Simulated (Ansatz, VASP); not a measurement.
**Te: VASP beside Ansatz**

```
Te
1.0
    -3.15432    3.15432    1.72074
     3.15432   -3.15432    1.72074
     3.15432    3.15432   -1.72074
Te
2
Direct
  0.00000 0.00000 0.00000
  0.75000 0.25000 0.50000
```

Alike in both runs: task relaxation of cell and atoms; functional PBE; k mesh 14 × 14 × 14; occupations gaussian, width 0.1 eV; no spin polarisation.

|  | VASP | Ansatz |
| --- | --- | --- |
| version | VASP 6.6.1 | Ansatz 0.2.0 |
| potentials or method | VASP PAW PBE potentials, release 64 (Te), cutoff 600 eV | scalar-relativistic, plane waves, PAW |
| valence electrons in the cell | 12 | 32 |

|  | VASP | Ansatz | Ansatz less VASP |
| --- | --- | --- | --- |
| gap on the k mesh at the Fermi level, each at its own relaxed structure (eV) | none | none | - |
| relaxed volume (Å³/atom) | 32.13 | 32.17 | +0.040 |
| relaxed cell length with the largest relative difference (Å) | 4.781 | 4.783 | +0.0016 |

A gap of «none» marks a metal or a gap that the smearing closes. VASP's potentials hold 12 valence electrons a cell and Ansatz's 32, so a difference there can come from the potentials and not from the codes.

Spin-orbit coupling is off throughout.
